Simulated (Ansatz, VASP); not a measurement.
HfSi in VASP and in Ansatz

POSCAR

```
HfSi
1.0
    6.9657870578      0.0000000000      0.0000000000
    0.0000000000      3.7185301570      0.0000000000
    0.0000000000      0.0000000000      5.2250393614
Hf Si
4 4
Direct
    0.1756138749      0.2500000000      0.1261301678
    0.3243861251      0.7500000000      0.6261301678
    0.6756138749      0.2500000000      0.3738698322
    0.8243861251      0.7500000000      0.8738698322
    0.0428633008      0.2500000000      0.6390606762
    0.4571366992      0.7500000000      0.1390606762
    0.5428633008      0.2500000000      0.8609393238
    0.9571366992      0.7500000000      0.3609393238
```

The input INCAR.step1:

```
SYSTEM = HfSi
ALGO = Normal
EDIFF = 1E-4
ENCUT = 520
GGA = PE
ISMEAR = 0
LASPH = .True.
LCHARG = .False.
LREAL = .False.
LWAVE = .True.
NBANDS = 38
NELM = 80
PREC = Accurate
SIGMA = 0.15
```

Contents of INCAR.step2:

```
SYSTEM = HfSi
ALGO = Normal
EDIFF = 1E-7
ENCUT = 520
ISIF = 2
ISMEAR = 0
ISTART = 1
LASPH = .True.
LCHARG = .False.
LMIXTAU = .True.
LREAL = .False.
LWAVE = .False.
METAGGA = R2SCAN
NBANDS = 38
NELM = 80
PREC = Accurate
SIGMA = 0.15
```

Contents of KPOINTS:

```
k-points
0
Gamma
  6 10 8
  0 0 0
```

Input for Ansatz:

```yaml
crystal:
  lattice:
    - [6.9657870578, 0.0, 0.0]
    - [0.0, 3.718530157, 0.0]
    - [0.0, 0.0, 5.2250393614]
  atoms:
    - { symbol: Hf, position: [0.1756138749, 0.25, 0.1261301678] }
    - { symbol: Hf, position: [0.3243861251, 0.75, 0.6261301678] }
    - { symbol: Hf, position: [0.6756138749, 0.25, 0.3738698322] }
    - { symbol: Hf, position: [0.8243861251, 0.75, 0.8738698322] }
    - { symbol: Si, position: [0.0428633008, 0.25, 0.6390606762] }
    - { symbol: Si, position: [0.4571366992, 0.75, 0.1390606762] }
    - { symbol: Si, position: [0.5428633008, 0.25, 0.8609393238] }
    - { symbol: Si, position: [0.9571366992, 0.75, 0.3609393238] }
basis:
  ecutwfc: 500
kpoints:
  mp_grid: { grid: [6, 10, 8] }
hamiltonian:
  xc: r2scan
scf:
  occupations: { method: gaussian, width: 0.15 }
output:
  forces: true
  stress: true
  eigenvalues: true
```

Change from the starting cell: strain +0.0150 x Voigt [1, -1, 0, 0, 0, 0], atoms carried along.

Alike in both runs: task single point; functional r2SCAN; k mesh 6 × 10 × 8; occupations gaussian, width 0.15 eV; no spin polarisation.

```csv
,VASP,Ansatz
version,VASP 6.6.1,Ansatz 0.2.0
potentials or method,"VASP PAW PBE potentials, release 64 (Hf_pv, Si), cutoff 520 eV","scalar-relativistic, plane waves, PAW"
valence electrons in the cell,56,120
```

Ansatz gave:

| Item | Value |
| --- | --- |
| gap on the k mesh at the Fermi level (eV) | none |
| pressure (GPa) | 0.1 |
| traceless stress, the component that is largest in VASP (GPa) | 2.20 |
| rms of the force components (eV/Å) | 0.058 |

Problem. Which values does VASP return?

Solution. gap on the k mesh at the Fermi level (eV): none; pressure (GPa): -0.2; traceless stress, the component that is largest in VASP (GPa): 2.22; rms of the force components (eV/Å): 0.060.

VASP's potentials were made for PBE, not for r2SCAN. Atom by atom the forces differ by 0.002 eV/Å (rms over components). A gap of «none» marks a metal or a gap that the smearing closes. With one functional, cell and mesh, what is left measures potentials, basis and numerics. VASP's potentials hold 56 valence electrons a cell and Ansatz's 120, so a difference there can come from the potentials and not from the codes.

Neither program's run includes spin-orbit coupling.
